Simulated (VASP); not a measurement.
# Sr (C2/m) in VASP: a series of runs

Sr is run at these levels: PBE; tasks: single point.

Everything below comes from runs of VASP 6.6.1. Logs are shortened: lines on timing, memory, paths and dates and some standing lists are left out, and cuts for length are marked.

## (1) The cell of the first run

Symmetry: C2/m, No. 12, monoclinic system. The conventional cell has a = 8.443 Å, b = 7.413 Å, c = 4.042 Å, α = 90.00°, β = 118.60°, γ = 90.00°. Sr (site symmetry m) has 7 Sr at 3.48 to 4.50 Å within 4.6 Å.

## (2) Single point, PBE (one atom moved)

Contents of INCAR:

```
PREC     = Accurate       # precision mode
ENCUT    = 520            # plane-wave cutoff, eV
EDIFF    = 1E-6           # SCF threshold, eV
ISMEAR   = 0              # smearing method
SIGMA    = 0.1            # smearing width, eV
LREAL    = False          # projectors in reciprocal space
LASPH    = True           # aspherical terms in the spheres
NELM     = 60             # most SCF steps
ALGO     = Fast           # electronic algorithm
ISIF     = 2              # what is computed and relaxed
LWAVE    = False          # write WAVECAR
LCHARG   = False          # write CHGCAR
GGA      = PE             # functional
NBANDS   = 17             # bands
```

Contents of KPOINTS:

```
regular mesh
0
Gamma
  10 10 10
```

Contents of POSCAR:

```
Sr
1.0
   -3.7063582770      3.7063582770      2.0208764669
    3.7063582770     -3.7063582770      2.0208764669
    3.7063582770      3.7063582770     -2.0208764669
Sr
2
Direct
    0.7500000000      0.2500000000      0.5000000000
    0.0505887413      0.0000000000      0.0505887413
```

Potentials or basis: VASP PAW PBE potentials, release 64 (Sr_sv).

Run with:

```console
$ cat potpaw_PBE.64/Sr_sv/POTCAR > POTCAR
$ mpirun -np 1 vasp_std > vasp.out
```

OUTCAR:

```text
PREC = Accurate
   ENCUT = 520
   EDIFF = 1E-6
   ISMEAR = 0
   LREAL = False
   LASPH = True
   NELM = 60
   ISIF = 2
   GGA = PE

 ion  position               nearest neighbor table
   1  0.750  0.250  0.500-   2 3.48   2 3.86   2 3.86   2 4.20   2 4.50   2 4.80   2 4.80   2 5.08

   2  0.051  0.000  0.051-   1 3.48   1 3.86   1 3.86   1 4.20   1 4.50   1 4.80   1 4.80   1 5.08

  LATTYP: Found a body centered tetragonal cell.
 ALAT       =     7.4127165540
 C/A-ratio  =     0.5452458494

  Lattice vectors:

 A1 = (  -3.7063582770,   3.7063582770,   2.0208764669)
 A2 = (   3.7063582770,  -3.7063582770,   2.0208764669)
 A3 = (   3.7063582770,   3.7063582770,  -2.0208764669)

Analysis of symmetry for initial positions (statically):
=====================================================================
 Subroutine PRICEL returns:
 Original cell was already a primitive cell.

 Routine SETGRP: Setting up the symmetry group for a
 body centered tetragonal supercell.

 Subroutine GETGRP returns: Found  4 space group operations
 (whereof  2 operations were pure point group operations)
 out of a pool of 16 trial point group operations.

The static configuration has the point symmetry C_1h.
 The point group associated with its full space group is C_2h.

Analysis of symmetry for dynamics (positions and initial velocities):
=====================================================================
 Subroutine PRICEL returns:
 Original cell was already a primitive cell.

 Routine SETGRP: Setting up the symmetry group for a
 body centered tetragonal supercell.

 Subroutine GETGRP returns: Found  4 space group operations
 (whereof  2 operations were pure point group operations)
 out of a pool of 16 trial point group operations.

The dynamic configuration has the point symmetry C_1h.
 The point group associated with its full space group is C_2h.

 Subroutine INISYM returns: Found  4 space group operations
 (whereof  2 operations are pure point group operations),
 and found     1 'primitive' translations

----------------------------------------------------------------------------------------

                                     Primitive cell

  volume of cell :     111.0439

  direct lattice vectors                    reciprocal lattice vectors
    -3.706358277  3.706358277  2.020876467     0.000000000  0.134903310  0.247417399
     3.706358277 -3.706358277  2.020876467     0.134903310  0.000000000  0.247417399
     3.706358277  3.706358277 -2.020876467     0.134903310  0.134903310  0.000000000

  length of vectors
     5.617661885  5.617661885  5.617661885     0.281805381  0.281805381  0.190782091

  position of ions in fractional coordinates (direct lattice)
     0.750000000  0.250000000  0.500000000
     0.050588741  0.000000000  0.050588741

  ion indices of the primitive-cell ions
   primitive index   ion index
                 1           1
                 2           2

----------------------------------------------------------------------------------------

 KPOINTS: regular mesh

Automatic generation of k-mesh.
 Grid dimensions read from file:
 generate k-points for:   10   10   10

 Generating k-lattice:

  Cartesian coordinates                     Fractional coordinates (reciprocal lattice)
     0.000000000  0.013490331  0.024741740     0.100000000  0.000000000 -0.000000000
     0.013490331  0.000000000  0.024741740     0.000000000  0.100000000 -0.000000000
     0.013490331  0.013490331  0.000000000     0.000000000  0.000000000  0.100000000

  Length of vectors
     0.028180538  0.028180538  0.019078209

  Shift w.r.t. Gamma in fractional coordinates (k-lattice)
     0.000000000  0.000000000  0.000000000

 Subroutine IBZKPT returns following result:
 ===========================================

 Found    282 irreducible k-points:

 Following reciprocal coordinates:
            Coordinates               Weight
  0.000000  0.000000  0.000000      1.000000
  0.100000 -0.000000  0.000000      2.000000
  0.100000 -0.000000 -0.100000      4.000000
 -0.000000  0.100000 -0.100000      2.000000
  0.200000 -0.000000  0.000000      2.000000
  0.200000 -0.000000 -0.200000      4.000000
[... 16 lines left out ...]
  0.300000  0.100000  0.000000      4.000000
  0.400000  0.000000 -0.300000      4.000000
 [... further k-points ...]
   k-points           NKPTS =    282   k-points in BZ     NKDIM =    282   number of bands    NBANDS=     17
   number of dos      NEDOS =    301   number of ions     NIONS =      2
   total plane-waves  NPLWV =  74088
   dimension x,y,z NGX =    42 NGY =   42 NGZ =   42
   dimension x,y,z NGXF=    84 NGYF=   84 NGZF=   84
   ions per type =               2
   NGX,Y,Z   is equivalent  to a cutoff of  12.43, 12.43, 12.43 a.u.
   NGXF,Y,Z  is equivalent  to a cutoff of  24.86, 24.86, 24.86 a.u.
 SYSTEM =  unknown system
   PREC   = accura    normal or accurate (medium, high low for compatibility)
   ISTART =      0    job   : 0-new  1-cont  2-samecut
   ICHARG =      2    charge: 1-file 2-atom 10-const
   ISPIN  =      1    spin polarized calculation?
   LNONCOLLINEAR =      F non collinear calculations
   LSORBIT =      F    spin-orbit coupling
   LASPH  =      T    aspherical Exc in radial PAW
   ENCUT  =  520.0 eV  38.22 Ry    6.18 a.u.  10.45 10.45 10.45*2*pi/ulx,y,z
   NELM   =     60;   NELMIN=  2; NELMDL= -5     # of ELM steps
   EDIFF  = 0.1E-05   stopping-criterion for ELM
   LREAL  =      F    real-space projection
   EDIFFG = 0.1E-04   stopping-criterion for IOM
   NSW    =      0    number of steps for IOM
   IBRION =     -1    ionic relax: 0-MD 1-quasi-New 2-CG
   NFREE  =      0    steps in history (QN), initial steepest desc. (CG)
   ISIF   =      2    stress and relaxation
   ISYM   =      2    0-nonsym 1-usesym 2-fastsym
   POTIM  = 0.5000    time-step for ionic-motion
   TEBEG  =    0.0;   TEEND  =   0.0 temperature during run
   PSTRESS=    0.0 pullay stress
   NELECT =      20.0000    total number of electrons
   NUPDOWN=      -1.0000    fix difference up-down
   EMIN   =  10.00;   EMAX   =-10.00  energy-range for DOS
   EFERMI =   0.00;   METHOD = LEGACY
   ISMEAR =     0;   SIGMA  =   0.10  broadening in eV -4-tet -1-fermi 0-gaus
   EFERMI_NEDOS =   21; number of points for ismear=-14 and -15
   IALGO  =     68    algorithm
   IMIX   =      4    mixing-type and parameters
     AMIX     =   0.40;   BMIX     =  1.00
     AMIX_MAG =   1.60;   BMIX_MAG =  1.00
  volume/ion in A,a.u.               =      55.52       374.68
  Fermi-wavevector in a.u.,A,eV,Ry     =   0.924528  1.747104 11.629602  0.854752
  Thomas-Fermi vector in A             =   2.050283
   LORBIT       =      0    0 simple, 1 ext, 2 COOP (PROOUT), +10 PAW based schemes
   GGA     = PE    functional components
   LHFCALC =     F    Hartree Fock is set to
   AEXX    =    0.0000 exact exchange contribution
   IVDW    =     0    specifies the selected vdW correction
   LEPSILON=     F    determine dielectric tensor
   LRPA    =     F    only Hartree local field effects (RPA)
 non-spin polarized calculation
 RMM-DIIS sequential band-by-band and
 Gauss-broadening in eV      SIGMA  =   0.10
  energy-cutoff  :      520.00
  volume of cell :      111.04
 maximum number of plane-waves:      3035
 NGX is ok and might be reduce to    42
   NGX = 21   NGY = 21   NGZ = 21

 number of electron      20.0000000 magnetization

 Free energy of the ion-electron system (eV)
  ---------------------------------------------------
  ext. energy  EPLUGINS =         0.00000000
  ---------------------------------------------------
  free energy    TOTEN  =        -2.61883456 eV

  energy without entropy =       -2.59973419  energy(sigma->0) =       -2.60928438

 E-fermi :   1.4032     XC(G=0):  -7.3018

 val. band max:        1.3983789260   @ k =  -0.1000   0.4000  -0.4000
 cond. band min:       1.4033328914   @ k =  -0.3000  -0.4000   0.4000
 fundamental gap:      0.0049539654
 Fermi energy:         1.4031914092

 k-point     1 :       0.0000    0.0000    0.0000
  band No.  band energies     occupation
      1     -35.3123      2.00000
      2     -35.2606      2.00000
      3     -17.4867      2.00000
      4     -17.3751      2.00000
      5     -17.1757      2.00000
      6     -17.1684      2.00000
[... 9 lines left out ...]
     16       4.9491      0.00000
     17       4.9909      0.00000

 k-point     2 :       0.1000   -0.0000    0.0000
  band No.  band energies     occupation
      1     -35.3101      2.00000
      2     -35.2609      2.00000
      3     -17.4823      2.00000
      4     -17.3762      2.00000
      5     -17.1943      2.00000
      6     -17.1764      2.00000
[... 9 lines left out ...]
     16       4.3995      0.00000
     17       4.5353      0.00000

 k-point     3 :       0.1000   -0.0000   -0.1000
  band No.  band energies     occupation
      1     -35.3105      2.00000
      2     -35.2605      2.00000
      3     -17.4863      2.00000
      4     -17.3679      2.00000
      5     -17.1949      2.00000
      6     -17.1814      2.00000
[... 9 lines left out ...]
     16       4.4736      0.00000
     17       4.6264      0.00000

 k-point     4 :      -0.0000    0.1000   -0.1000
  band No.  band energies     occupation
      1     -35.3109      2.00000
      2     -35.2601      2.00000
      3     -17.4822      2.00000
      4     -17.3731      2.00000
      5     -17.1954      2.00000
      6     -17.1743      2.00000
[... 9 lines left out ...]
     16       4.5041      0.00000
     17       4.6678      0.00000

 k-point     5 :       0.2000   -0.0000    0.0000
  band No.  band energies     occupation
      1     -35.3041      2.00000
      2     -35.2621      2.00000
      3     -17.4737      2.00000
      4     -17.3786      2.00000
      5     -17.2402      2.00000
      6     -17.2126      2.00000
[... 9 lines left out ...]
     16       3.8022      0.00000
     17       4.2154      0.00000

 k-point     6 :       0.2000   -0.0000   -0.2000
  band No.  band energies     occupation
      1     -35.3059      2.00000
      2     -35.2603      2.00000
      3     -17.4863      2.00000
      4     -17.3500      2.00000
      5     -17.2431      2.00000
      6     -17.2148      2.00000
[... 9 lines left out ...]
     16       4.0782      0.00000
     17       4.3641      0.00000

 k-point     7 :      -0.0000    0.2000   -0.2000
  band No.  band energies     occupation
      1     -35.3074      2.00000
      2     -35.2588      2.00000
      3     -17.4724      2.00000
      4     -17.3677      2.00000
      5     -17.2465      2.00000
      6     -17.2038      2.00000
[... 9 lines left out ...]
     16       4.1756      0.00000
     17       4.3452      0.00000

 k-point     8 :       0.3000    0.0000    0.0000
  band No.  band energies     occupation
      1     -35.2957      2.00000
      2     -35.2646      2.00000
      3     -17.4715      2.00000
      4     -17.3812      2.00000
      5     -17.2942      2.00000
      6     -17.2505      2.00000
[... 9 lines left out ...]
     16       3.9308      0.00000
     17       4.4220      0.00000
[... 203 lines left out ...]
      1     -35.2985      2.00000
      2     -35.2618      2.00000
      3     -17.4777      2.00000
      4     -17.3705      2.00000
      5     -17.2960      2.00000
      6     -17.2527      2.00000
[... 9 lines left out ...]
     16       3.8839      0.00000
     17       4.1789      0.00000

 k-point    20 :       0.3000    0.0000   -0.2000
  band No.  band energies     occupation
      1     -35.2999      2.00000
      2     -35.2604      2.00000
      3     -17.4842      2.00000
      4     -17.3542      2.00000
      5     -17.2968      2.00000
      6     -17.2521      2.00000
[... 9 lines left out ...]
     16       4.1068      0.00000
     17       4.1740      0.00000

 k-point    21 :       0.1000    0.2000   -0.3000
  band No.  band energies     occupation
      1     -35.3031      2.00000
      2     -35.2571      2.00000
      3     -17.4750      2.00000
      4     -17.3567      2.00000
      5     -17.3027      2.00000
      6     -17.2425      2.00000
[... 9 lines left out ...]
     16       3.9123      0.00000
     17       4.1993      0.00000

 k-point    22 :       0.0000    0.3000   -0.1000
  band No.  band energies     occupation
      1     -35.3020      2.00000
      2     -35.2583      2.00000
      3     -17.4837      2.00000
      4     -17.3491      2.00000
      5     -17.2946      2.00000
      6     -17.2507      2.00000
[... 9 lines left out ...]
     16       4.0955      0.00000
     17       4.1732      0.00000

 k-point    23 :       0.3000    0.1000    0.0000
  band No.  band energies     occupation
      1     -35.2903      2.00000
      2     -35.2652      2.00000
      3     -17.4821      2.00000
      4     -17.3741      2.00000
      5     -17.3381      2.00000
      6     -17.2771      2.00000
[... 9 lines left out ...]
     16       4.0925      0.00000
     17       5.0973      0.00000

 k-point    24 :       0.4000    0.0000   -0.3000
  band No.  band energies     occupation
      1     -35.2945      2.00000
      2     -35.2610      2.00000
      3     -17.4907      2.00000
      4     -17.3640      2.00000
      5     -17.3183      2.00000
      6     -17.2755      2.00000
[... 9 lines left out ...]
     16       4.2277      0.00000
     17       4.9243      0.00000

 [... further k-points ...]

------------------------ aborting loop because EDIFF is reached ----------------------------------------

  FORCE on cell =-STRESS in cart. coord.  units (eV):
  Direction    XX          YY          ZZ          XY          YZ          ZX
  --------------------------------------------------------------------------------------
  -------------------------------------------------------------------------------------
  Total       -0.0010726      0.7050912     -0.1877293      0.0000000      0.6243360      0.0000000
  in kB       -0.0154759     10.1732880     -2.7086198      0.0000000      9.0081252      0.0000000
  external PRESSURE =       2.4830641 kB  Pullay stress =       0.0000000 kB

 VOLUME and BASIS-vectors are now :
 -----------------------------------------------------------------------------
  energy-cutoff  :      520.00
  volume of cell :      111.04
      direct lattice vectors                 reciprocal lattice vectors
    -3.706358277  3.706358277  2.020876467     0.000000000  0.134903310  0.247417399
     3.706358277 -3.706358277  2.020876467     0.134903310  0.000000000  0.247417399
     3.706358277  3.706358277 -2.020876467     0.134903310  0.134903310  0.000000000

 POSITION                                       TOTAL-FORCE (eV/Angst)
 -----------------------------------------------------------------------------------
     -0.00000      3.70636      1.01044         0.000000      0.783721      0.046397
      0.00000      0.37500      0.00000        -0.000000     -0.783721     -0.046397
 -----------------------------------------------------------------------------------
    total drift:                                0.000000      0.000002     -0.000000

  FREE ENERGIE OF THE ION-ELECTRON SYSTEM (eV)
  ---------------------------------------------------
  free  energy   TOTEN  =        -2.6188345636 eV

  energy  without entropy=       -2.5997341921  energy(sigma->0) =       -2.60928438
```

Run time: 14 min. Hardware: 1 thread of Intel Xeon Platinum 8259CL at 2.50GHz (Skylake/Cascade Lake), shared host; peak memory 0.59 GiB.

Results:

- Free energy: -2.6188 eV
- Pressure: 0.2 GPa
- Largest force: 0.785 eV/Å
- Band gap on the k mesh: zero (bands 10 and 11 overlap by 0.54 eV)

Forces on the atoms (eV/Å):
```
Sr   0.000  0.784  0.046
Sr   0.000 -0.784 -0.046
```

Caveat: the cell differs from its parent crystal (one atom moved).

(Part 1 of 2 ends here.)
